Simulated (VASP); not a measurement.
# MgC2 (P4_2/mnm) in VASP: single point with LDA

Aim: the single point of MgC2 with LDA.

All numbers are computed with VASP 6.6.1; they aren't measurements. Logs are shortened: lines on timing, memory, paths and dates and some standing lists are left out, and cuts for length are marked.

## Step 1: The cell of the first run

Symmetry: P4_2/mnm, No. 136, tetragonal system. Conventional cell: a = 3.951 Å, b = 3.951 Å, c = 4.987 Å, α = 90.00°, β = 90.00°, γ = 90.00°. Mg (site symmetry mmm) has 10 C at 2.17 to 2.86 Å within 2.9 Å. C (site symmetry m2m) has 1 C at 1.26 Å within 1.7 Å.

## Step 2: Single point, LDA

INCAR reads:

```
SYSTEM = MgC2
PREC = Accurate
ENCUT = 840
EDIFF = 1E-6
ISMEAR = 0
SIGMA = 0.01
LREAL = .FALSE.
LASPH = .TRUE.
NELM = 120
ALGO = Normal
ISIF = 2
LWAVE = .FALSE.
LCHARG = .FALSE.
GGA = CA
NBANDS = 27
GGA_COMPAT = .FALSE.
```

KPOINTS reads:

```
regular mesh
0
G
  3 3 2
  0 0 0
```

POSCAR reads:

```
MgC2
1.0
    3.9507770000      0.0000000000      0.0000000000
    0.0000000000      3.9507770000      0.0000000000
    0.0000000000      0.0000000000      4.9870890000
Mg C
2 4
Direct
    0.5000000000      0.5000000000      0.0000000000
    0.0000000000      0.0000000000      0.5000000000
    0.8876550000      0.8876550000      0.0000000000
    0.6123450000      0.3876550000      0.5000000000
    0.1123450000      0.1123450000      0.0000000000
    0.3876550000      0.6123450000      0.5000000000
```

Potentials or basis: VASP PAW LDA potentials, release 64 (Mg_sv, C).

Launch:

```
cat potpaw_LDA.64/Mg_sv/POTCAR potpaw_LDA.64/C/POTCAR > POTCAR
mpirun -np 1 vasp_std > vasp.out
```

OUTCAR:

```text
SYSTEM = MgC2
   PREC = Accurate
   ENCUT = 840
   EDIFF = 1E-6
   ISMEAR = 0
   LREAL = .FALSE.
   LASPH = .TRUE.
   NELM = 120
   ISIF = 2
   GGA = CA

 ion  position               nearest neighbor table
   1  0.500  0.500  0.000-   3 2.17   5 2.17
   2  0.000  0.000  0.500-   4 2.17   6 2.17
   3  0.888  0.888  0.000-   5 1.26   1 2.17
   4  0.612  0.388  0.500-   6 1.26   2 2.17
   5  0.112  0.112  0.000-   3 1.26   1 2.17
   6  0.388  0.612  0.500-   4 1.26   2 2.17

  LATTYP: Found a simple tetragonal cell.
 ALAT       =     3.9507770000
 C/A-ratio  =     1.2623058705

  Lattice vectors:

 A1 = (   3.9507770000,   0.0000000000,   0.0000000000)
 A2 = (   0.0000000000,   3.9507770000,   0.0000000000)
 A3 = (   0.0000000000,   0.0000000000,   4.9870890000)

Analysis of symmetry for initial positions (statically):
=====================================================================
 Subroutine PRICEL returns:
 Original cell was already a primitive cell.

 Routine SETGRP: Setting up the symmetry group for a
 simple tetragonal supercell.

 Subroutine GETGRP returns: Found 16 space group operations
 (whereof  8 operations were pure point group operations)
 out of a pool of 16 trial point group operations.

The static configuration has the point symmetry D_2h.
 The point group associated with its full space group is D_4h.

Analysis of symmetry for dynamics (positions and initial velocities):
=====================================================================
 Subroutine PRICEL returns:
 Original cell was already a primitive cell.

 Routine SETGRP: Setting up the symmetry group for a
 simple tetragonal supercell.

 Subroutine GETGRP returns: Found 16 space group operations
 (whereof  8 operations were pure point group operations)
 out of a pool of 16 trial point group operations.

The dynamic configuration has the point symmetry D_2h.
 The point group associated with its full space group is D_4h.

 Subroutine INISYM returns: Found 16 space group operations
 (whereof  8 operations are pure point group operations),
 and found     1 'primitive' translations

----------------------------------------------------------------------------------------

                                     Primitive cell

  volume of cell :      77.8417

  direct lattice vectors                    reciprocal lattice vectors
     3.950777000  0.000000000  0.000000000     0.253114767  0.000000000  0.000000000
     0.000000000  3.950777000  0.000000000     0.000000000  0.253114767  0.000000000
     0.000000000  0.000000000  4.987089000     0.000000000  0.000000000  0.200517777

  length of vectors
     3.950777000  3.950777000  4.987089000     0.253114767  0.253114767  0.200517777

  position of ions in fractional coordinates (direct lattice)
     0.500000000  0.500000000  0.000000000
     0.000000000  0.000000000  0.500000000
     0.887655000  0.887655000  0.000000000
     0.612345000  0.387655000  0.500000000
     0.112345000  0.112345000  0.000000000
     0.387655000  0.612345000  0.500000000

  ion indices of the primitive-cell ions
   primitive index   ion index
                 1           1
                 2           2
                 3           3
                 4           4
                 5           5
                 6           6

----------------------------------------------------------------------------------------

 KPOINTS: regular mesh

Automatic generation of k-mesh.
 Grid dimensions read from file:
 generate k-points for:    3    3    2

 Generating k-lattice:

  Cartesian coordinates                     Fractional coordinates (reciprocal lattice)
     0.084371589  0.000000000  0.000000000     0.333333333  0.000000000  0.000000000
     0.000000000  0.084371589  0.000000000     0.000000000  0.333333333  0.000000000
     0.000000000  0.000000000  0.100258889     0.000000000  0.000000000  0.500000000

  Length of vectors
     0.084371589  0.084371589  0.100258889

  Shift w.r.t. Gamma in fractional coordinates (k-lattice)
     0.000000000  0.000000000  0.000000000

 Subroutine IBZKPT returns following result:
 ===========================================

 Found      6 irreducible k-points:

 Following reciprocal coordinates:
            Coordinates               Weight
  0.000000  0.000000  0.000000      1.000000
  0.333333  0.000000  0.000000      4.000000
  0.333333  0.333333  0.000000      4.000000
  0.000000  0.000000  0.500000      1.000000
  0.333333  0.000000  0.500000      4.000000
  0.333333  0.333333  0.500000      4.000000
   k-points           NKPTS =      6   k-points in BZ     NKDIM =      6   number of bands    NBANDS=     27
   number of dos      NEDOS =    301   number of ions     NIONS =      6
   total plane-waves  NPLWV =  76800
   dimension x,y,z NGX =    40 NGY =   40 NGZ =   48
   dimension x,y,z NGXF=    80 NGYF=   80 NGZF=   96
   ions per type =               2   4
   NGX,Y,Z   is equivalent  to a cutoff of  16.83, 16.83, 16.00 a.u.
   NGXF,Y,Z  is equivalent  to a cutoff of  33.66, 33.66, 32.00 a.u.
 SYSTEM =  MgC2
   PREC   = accura    normal or accurate (medium, high low for compatibility)
   ISTART =      0    job   : 0-new  1-cont  2-samecut
   ICHARG =      2    charge: 1-file 2-atom 10-const
   ISPIN  =      1    spin polarized calculation?
   LNONCOLLINEAR =      F non collinear calculations
   LSORBIT =      F    spin-orbit coupling
   LASPH  =      T    aspherical Exc in radial PAW
   ENCUT  =  840.0 eV  61.74 Ry    7.86 a.u.   9.34  9.34 11.79*2*pi/ulx,y,z
   NELM   =    120;   NELMIN=  2; NELMDL= -5     # of ELM steps
   EDIFF  = 0.1E-05   stopping-criterion for ELM
   LREAL  =      F    real-space projection
   EDIFFG = 0.1E-04   stopping-criterion for IOM
   NSW    =      0    number of steps for IOM
   IBRION =     -1    ionic relax: 0-MD 1-quasi-New 2-CG
   NFREE  =      0    steps in history (QN), initial steepest desc. (CG)
   ISIF   =      2    stress and relaxation
   ISYM   =      2    0-nonsym 1-usesym 2-fastsym
   POTIM  = 0.5000    time-step for ionic-motion
   TEBEG  =    0.0;   TEEND  =   0.0 temperature during run
   PSTRESS=    0.0 pullay stress
   NELECT =      36.0000    total number of electrons
   NUPDOWN=      -1.0000    fix difference up-down
   EMIN   =  10.00;   EMAX   =-10.00  energy-range for DOS
   EFERMI =   0.00;   METHOD = LEGACY
   ISMEAR =     0;   SIGMA  =   0.01  broadening in eV -4-tet -1-fermi 0-gaus
   EFERMI_NEDOS =   21; number of points for ismear=-14 and -15
   IALGO  =     38    algorithm
   IMIX   =      4    mixing-type and parameters
     AMIX     =   0.40;   BMIX     =  1.00
     AMIX_MAG =   1.60;   BMIX_MAG =  1.00
  volume/ion in A,a.u.               =      12.97        87.55
  Fermi-wavevector in a.u.,A,eV,Ry     =   1.266013  2.392418 21.807279  1.602790
  Thomas-Fermi vector in A             =   2.399236
   LORBIT       =      0    0 simple, 1 ext, 2 COOP (PROOUT), +10 PAW based schemes
   GGA     = CA    functional components
   LHFCALC =     F    Hartree Fock is set to
   AEXX    =    0.0000 exact exchange contribution
   IVDW    =     0    specifies the selected vdW correction
   LEPSILON=     F    determine dielectric tensor
   LRPA    =     F    only Hartree local field effects (RPA)
 non-spin polarized calculation
 Gauss-broadening in eV      SIGMA  =   0.01
  energy-cutoff  :      840.00
  volume of cell :       77.84
 maximum number of plane-waves:      4336
 NGX is ok and might be reduce to    40
   NGX = 19   NGY = 19   NGZ = 23

 number of electron      35.9999991 magnetization

 Free energy of the ion-electron system (eV)
  ---------------------------------------------------
  ext. energy  EPLUGINS =         0.00000000
  ---------------------------------------------------
  free energy    TOTEN  =       -40.89462269 eV

  energy without entropy =      -40.89462269  energy(sigma->0) =      -40.89462269

 E-fermi :   0.8185     XC(G=0): -10.0284

 val. band max:        0.7503704301   @ k =   0.3333   0.3333   0.5000
 cond. band min:       3.2615037217   @ k =   0.0000   0.0000   0.0000
 fundamental gap:      2.5111332916
 Fermi energy:         0.8185339318

 k-point     1 :       0.0000    0.0000    0.0000
  band No.  band energies     occupation
      1     -71.8571      2.00000
      2     -71.8567      2.00000
      3     -39.4012      2.00000
      4     -39.4012      2.00000
      5     -39.3765      2.00000
      6     -39.3722      2.00000
[... 19 lines left out ...]
     26      11.4795      0.00000
     27      12.0450      0.00000

 k-point     2 :       0.3333    0.0000    0.0000
  band No.  band energies     occupation
      1     -71.8571      2.00000
      2     -71.8570      2.00000
      3     -39.4018      2.00000
      4     -39.4018      2.00000
      5     -39.3754      2.00000
      6     -39.3732      2.00000
[... 19 lines left out ...]
     26      10.6817      0.00000
     27      11.4124      0.00000

 k-point     3 :       0.3333    0.3333    0.0000
  band No.  band energies     occupation
      1     -71.8571      2.00000
      2     -71.8568      2.00000
      3     -39.4022      2.00000
      4     -39.4022      2.00000
      5     -39.3747      2.00000
      6     -39.3738      2.00000
[... 19 lines left out ...]
     26      12.0071      0.00000
     27      12.5164      0.00000

 k-point     4 :       0.0000    0.0000    0.5000
  band No.  band energies     occupation
      1     -71.8571      2.00000
      2     -71.8571      2.00000
      3     -39.4013      2.00000
      4     -39.4013      2.00000
      5     -39.3745      2.00000
      6     -39.3745      2.00000
[... 19 lines left out ...]
     26      10.0403      0.00000
     27      12.8958      0.00000

 k-point     5 :       0.3333    0.0000    0.5000
  band No.  band energies     occupation
      1     -71.8570      2.00000
      2     -71.8570      2.00000
      3     -39.4018      2.00000
      4     -39.4018      2.00000
      5     -39.3744      2.00000
      6     -39.3744      2.00000
[... 19 lines left out ...]
     26      10.9346      0.00000
     27      11.9152      0.00000

 k-point     6 :       0.3333    0.3333    0.5000
  band No.  band energies     occupation
      1     -71.8569      2.00000
      2     -71.8569      2.00000
      3     -39.4022      2.00000
      4     -39.4022      2.00000
      5     -39.3743      2.00000
      6     -39.3742      2.00000
[... 19 lines left out ...]
     26      11.0838      0.00000
     27      11.8903      0.00000

------------------------ aborting loop because EDIFF is reached ----------------------------------------

  FORCE on cell =-STRESS in cart. coord.  units (eV):
  Direction    XX          YY          ZZ          XY          YZ          ZX
  --------------------------------------------------------------------------------------
  -------------------------------------------------------------------------------------
  Total       -2.8717052     -2.8717052     -1.9881736      0.0000000      0.0000000      0.0000000
  in kB      -59.1069132    -59.1069132    -40.9216129      0.0000000      0.0000000      0.0000000
  external PRESSURE =     -53.0451464 kB  Pullay stress =       0.0000000 kB

 VOLUME and BASIS-vectors are now :
 -----------------------------------------------------------------------------
  energy-cutoff  :      840.00
  volume of cell :       77.84
      direct lattice vectors                 reciprocal lattice vectors
     3.950777000  0.000000000  0.000000000     0.253114767  0.000000000  0.000000000
     0.000000000  3.950777000  0.000000000     0.000000000  0.253114767  0.000000000
     0.000000000  0.000000000  4.987089000     0.000000000  0.000000000  0.200517777

 POSITION                                       TOTAL-FORCE (eV/Angst)
 -----------------------------------------------------------------------------------
      1.97539      1.97539      0.00000         0.000000      0.000000     -0.000000
      0.00000      0.00000      2.49354         0.000000      0.000000     -0.000000
      3.50693      3.50693      0.00000         0.326670      0.326670     -0.000000
      2.41924      1.53154      2.49354        -0.326670      0.326670     -0.000000
      0.44385      0.44385      0.00000        -0.326670     -0.326670      0.000000
      1.53154      2.41924      2.49354         0.326670     -0.326670      0.000000
 -----------------------------------------------------------------------------------
    total drift:                                0.000000      0.000000     -0.000000

  FREE ENERGIE OF THE ION-ELECTRON SYSTEM (eV)
  ---------------------------------------------------
  free  energy   TOTEN  =       -40.8946226886 eV

  energy  without entropy=      -40.8946226886  energy(sigma->0) =      -40.89462269
```

Wall time 26 s (1 thread of Intel Xeon Platinum 8259CL at 2.50GHz (Skylake/Cascade Lake), shared host); peak memory 0.21 GiB.

What came out:

```yaml
Free_energy: -40.8946 eV
Pressure: -5.3 GPa
Largest_force: 0.462 eV/Å
Band_gap_on_the_k_mesh: 2.51 eV (least direct gap 2.85 eV)
```

Forces in eV/Å, atoms in the order of the input:
```
Mg   0.000  0.000  0.000
Mg   0.000  0.000  0.000
C    0.327  0.327  0.000
C   -0.327  0.327  0.000
C   -0.327 -0.327  0.000
C    0.327 -0.327  0.000
```

Caveat: the k points lie up to 0.63 Å⁻¹ apart. A k mesh can miss the band edges.
